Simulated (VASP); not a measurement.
# SiO2 (P4_32_12) in VASP: notebook, part 2 of 2

VASP 6.6.1. Earlier steps stand in the parts before.

**3. Relaxation of cell and atoms, PBE**

This run uses another cell than the first one, of 14.24 Å³/atom.

Input file INCAR:

```
SYSTEM = SiO2
PREC = Accurate
ENCUT = 600
EDIFF = 1E-6
ISMEAR = 0
SIGMA = 0.02
LREAL = .FALSE.
LASPH = .TRUE.
NELM = 60
ALGO = Normal
ISIF = 3
LWAVE = .FALSE.
LCHARG = .FALSE.
GGA = PE
IBRION = 2
NSW = 100
EDIFFG = -0.005
```

Input file KPOINTS:

```
Automatic mesh
0
G
  6 6 4
  0 0 0
```

Input file POSCAR:

```
SiO2
1.0
    4.9755888200      0.0000000000      0.0000000000
    0.0000000000      4.9755888200      0.0000000000
    0.0000000000      0.0000000000      6.9008894400
Si O
4 8
Direct
    0.1967534400      0.1967534400      0.0000000000
    0.3032465600      0.6967534400      0.7500000000
    0.6967534400      0.3032465600      0.2500000000
    0.8032465600      0.8032465600      0.5000000000
    0.6103870700      0.7382423700      0.6820415600
    0.3896129300      0.2617576300      0.1820415600
    0.7382423700      0.6103870700      0.3179584400
    0.2382423700      0.8896129300      0.9320415600
    0.2617576300      0.3896129300      0.8179584400
    0.1103870700      0.7617576300      0.5679584400
    0.8896129300      0.2382423700      0.0679584400
    0.7617576300      0.1103870700      0.4320415600
```

Potentials or basis: VASP PAW PBE potentials, release 64 (Si, O).

Launch:

```bash
> cat potpaw_PBE.64/Si/POTCAR potpaw_PBE.64/O/POTCAR > POTCAR
> mpirun -np 1 vasp_std > vasp.out
```

OUTCAR:

```text
SYSTEM = SiO2
   PREC = Accurate
   ENCUT = 600
   EDIFF = 1E-6
   ISMEAR = 0
   LREAL = .FALSE.
   LASPH = .TRUE.
   NELM = 60
   ISIF = 3
   GGA = PE
   IBRION = 2
   NSW = 100
   EDIFFG = -0.005

 ion  position               nearest neighbor table
   1  0.197  0.197  0.000-   8 1.61  11 1.61   9 1.61   6 1.61   2 3.07   3 3.07   2 3.07   3 3.07

   2  0.303  0.697  0.750-   5 1.61   9 1.61   8 1.61  10 1.61   1 3.07   4 3.07   1 3.07   4 3.07

   3  0.697  0.303  0.250-   6 1.61   7 1.61  11 1.61  12 1.61   1 3.07   4 3.07   4 3.07   1 3.07

   4  0.803  0.803  0.500-  10 1.61  12 1.61   5 1.61   7 1.61   2 3.07   3 3.07   3 3.07   2 3.07

   5  0.610  0.738  0.682-   2 1.61   4 1.61
   6  0.390  0.262  0.182-   3 1.61   1 1.61
   7  0.738  0.610  0.318-   3 1.61   4 1.61
   8  0.238  0.890  0.932-   1 1.61   2 1.61
   9  0.262  0.390  0.818-   2 1.61   1 1.61
  10  0.110  0.762  0.568-   4 1.61   2 1.61
  11  0.890  0.238  0.068-   1 1.61   3 1.61
  12  0.762  0.110  0.432-   4 1.61   3 1.61

  LATTYP: Found a simple tetragonal cell.
 ALAT       =     4.9755888200
 C/A-ratio  =     1.3869493018

  Lattice vectors:

 A1 = (   4.9755888200,   0.0000000000,   0.0000000000)
 A2 = (   0.0000000000,   4.9755888200,   0.0000000000)
 A3 = (   0.0000000000,   0.0000000000,   6.9008894400)

Analysis of symmetry for initial positions (statically):
=====================================================================
 Subroutine PRICEL returns:
 Original cell was already a primitive cell.

 Routine SETGRP: Setting up the symmetry group for a
 simple tetragonal supercell.

 Subroutine GETGRP returns: Found  8 space group operations
 (whereof  2 operations were pure point group operations)
 out of a pool of 16 trial point group operations.

The static configuration has the point symmetry C_2 .
 The point group associated with its full space group is D_4 .

Analysis of symmetry for dynamics (positions and initial velocities):
=====================================================================
 Subroutine PRICEL returns:
[... 168 lines left out ...]
   NGX = 19   NGY = 19   NGZ = 27

--------------------------------------- Ionic step        1  -------------------------------------------

 number of electron      63.9999997 magnetization

 Free energy of the ion-electron system (eV)
  ---------------------------------------------------
  ext. energy  EPLUGINS =         0.00000000
  ---------------------------------------------------
  free energy    TOTEN  =       -94.87224212 eV

  energy without entropy =      -94.87224212  energy(sigma->0) =      -94.87224212

------------------------ aborting loop because EDIFF is reached ----------------------------------------

  FORCE on cell =-STRESS in cart. coord.  units (eV):
  Direction    XX          YY          ZZ          XY          YZ          ZX
  --------------------------------------------------------------------------------------
  -------------------------------------------------------------------------------------
  Total        4.9153711      4.9153711      5.0705461      0.0000000      0.0000000      0.0000000
  in kB       46.0970209     46.0970209     47.5522734      0.0000000      0.0000000      0.0000000
  external PRESSURE =      46.5821050 kB  Pullay stress =       0.0000000 kB
[... 119 lines left out ...]
  FREE ENERGIE OF THE ION-ELECTRON SYSTEM (eV)
  ---------------------------------------------------
  free  energy   TOTEN  =       -94.9381520521 eV

  energy  without entropy=      -94.9381520521  energy(sigma->0) =      -94.93815205

 E-fermi :   0.0099     XC(G=0):  -8.2738

 val. band max:       -0.1119468978   @ k =   0.0000   0.0000   0.0000
 cond. band min:       5.4352964270   @ k =   0.0000   0.0000   0.0000
 fundamental gap:      5.5472433248
 Fermi energy:         0.0099146556

 k-point     1 :       0.0000    0.0000    0.0000
  band No.  band energies     occupation
      1     -19.4262      2.00000
      2     -18.5572      2.00000
      3     -18.5572      2.00000
      4     -17.4388      2.00000
      5     -17.4103      2.00000
      6     -17.3790      2.00000
[... 997 lines left out ...]
     38       9.1270      0.00000
     39       9.8710      0.00000

 [... further k-points ...]

[... ionic steps 4 to 37 ...]

--------------------------------------- Ionic step       38  -------------------------------------------

 number of electron      63.9999967 magnetization

------------------------ aborting loop because EDIFF is reached ----------------------------------------
[... 87 lines left out ...]
--------------------------------------- Ionic step       40  -------------------------------------------

 number of electron      63.9999968 magnetization

 Free energy of the ion-electron system (eV)
  ---------------------------------------------------
  ext. energy  EPLUGINS =         0.00000000
  ---------------------------------------------------
  free energy    TOTEN  =       -94.95612177 eV

  energy without entropy =      -94.95612177  energy(sigma->0) =      -94.95612177

 E-fermi :  -0.2167     XC(G=0):  -8.0814

 val. band max:       -0.3162426013   @ k =   0.0000   0.0000   0.0000
 cond. band min:       5.1953792233   @ k =   0.0000   0.0000   0.0000
 fundamental gap:      5.5116218246
 Fermi energy:        -0.2166821549

 k-point     1 :       0.0000    0.0000    0.0000
  band No.  band energies     occupation
      1     -19.6367      2.00000
      2     -18.7768      2.00000
      3     -18.7768      2.00000
      4     -17.6527      2.00000
      5     -17.6258      2.00000
      6     -17.6257      2.00000
[... 1038 lines left out ...]
  FREE ENERGIE OF THE ION-ELECTRON SYSTEM (eV)
  ---------------------------------------------------
  free  energy   TOTEN  =       -94.9561217669 eV

  energy  without entropy=      -94.9561217669  energy(sigma->0) =      -94.95612177

 reached required accuracy - stopping structural energy minimisation
```

Run time: 27 min. Hardware: 1 thread of Intel Xeon 6975P-C (Granite Rapids), shared host; peak memory 0.39 GiB.

What came out:

| Quantity | Value |
| --- | --- |
| Free energy | -94.9561 eV |
| Relaxed volume | 15.34 Å³/atom |
| Relaxed cell | a = 5.088 Å, b = 5.088 Å, c = 7.108 Å, α = 90.00°, β = 90.00°, γ = 90.00° |
| Space group after relaxing (to 0.1 Å) | P4_32_12 (No. 96) |
| Energy gained by relaxing | 7.0 meV/atom |
| Ionic steps | 40 |
| Pressure after relaxing | 0.0 GPa |
| Largest force after relaxing | 0.005 eV/Å |
| Band gap on the k mesh | 5.51 eV |

Forces on the atoms (eV/Å):
```
Si  -0.002 -0.002  0.000
Si   0.002 -0.002  0.000
Si  -0.002  0.002  0.000
Si   0.002  0.002  0.000
O    0.001 -0.005  0.001
O   -0.001  0.005  0.001
O   -0.005  0.001 -0.001
O   -0.005 -0.001  0.001
O    0.005 -0.001 -0.001
O    0.001  0.005 -0.001
O   -0.001 -0.005 -0.001
O    0.005  0.001  0.001
```

The path:
```
step  energy change (eV)  largest force (eV/Å)  pressure (GPa)  volume (Å³)
   1              0.0000                0.2707            4.66       170.84
   2              0.0618                0.4395           -5.69       181.28
   3             -0.0659                0.0409            0.02       175.10
   4             -0.0659                0.0351            0.10       175.02
   5             -0.0665                0.0401            0.10       175.15
   6             -0.0678                0.0863            0.09       175.55
   7             -0.0679                0.2012            0.05       176.35
   8             -0.0683                0.1423            0.08       175.95
   9             -0.0684                0.1413            0.09       175.96
  10             -0.0687                0.1372            0.08       176.02
  11             -0.0692                0.1293            0.08       176.13
  12             -0.0702                0.1145            0.06       176.36
  13             -0.0717                0.0880            0.02       176.81
  14             -0.0735                0.0669           -0.08       177.72
  15             -0.0738                0.0755           -0.07       178.06
  16             -0.0738                0.0832           -0.09       178.25
  17             -0.0743                0.0800           -0.06       178.44
  18             -0.0757                0.0804            0.03       178.99
  19             -0.0770                0.1167            0.19       180.10
  20             -0.0779                0.0989            0.16       180.42
  21             -0.0797                0.0755            0.08       181.37
  22             -0.0788                0.1911           -0.11       183.29
  23             -0.0800                0.0995           -0.01       182.11
  24             -0.0810                0.0796           -0.05       182.63
  25             -0.0823                0.0346           -0.23       184.21
  26             -0.0823                0.0328           -0.26       184.39
  27             -0.0823                0.0340           -0.25       184.28
  28             -0.0827                0.0324           -0.09       184.14
  29             -0.0829                0.0356            0.07       183.98
  30             -0.0829                0.0372            0.13       183.94
  31             -0.0832                0.0258            0.11       183.95
  32             -0.0836                0.0429            0.06       184.01
  33             -0.0838                0.0112            0.01       184.06
  34             -0.0838                0.0093           -0.01       184.09
  35             -0.0838                0.0096           -0.01       184.09
  36             -0.0838                0.0082           -0.02       184.09
  37             -0.0838                0.0055           -0.03       184.09
  38             -0.0839                0.0111           -0.04       184.08
  39             -0.0839                0.0080           -0.04       184.08
  40             -0.0839                0.0049           -0.02       184.05
```

Final structure:
```cif
data_structure
_symmetry_space_group_name_H-M 'P 1'
_symmetry_Int_Tables_number 1
_cell_length_a 5.0885
_cell_length_b 5.0885
_cell_length_c 7.1081
_cell_angle_alpha 90.000
_cell_angle_beta 90.000
_cell_angle_gamma 90.000
_cell_volume 184.05
loop_
_atom_site_label
_atom_site_type_symbol
_atom_site_fract_x
_atom_site_fract_y
_atom_site_fract_z
_atom_site_occupancy
Si1 Si 0.20652 0.20652 0.00000 1
Si2 Si 0.29348 0.70652 0.75000 1
Si3 Si 0.70652 0.29348 0.25000 1
Si4 Si 0.79348 0.79348 0.50000 1
O1 O 0.59228 0.74152 0.67351 1
O2 O 0.40772 0.25848 0.17351 1
O3 O 0.74152 0.59228 0.32649 1
O4 O 0.24152 0.90772 0.92351 1
O5 O 0.25848 0.40772 0.82649 1
O6 O 0.09228 0.75848 0.57649 1
O7 O 0.90772 0.24152 0.07649 1
O8 O 0.75848 0.09228 0.42351 1
```

A k mesh can miss the band edges.
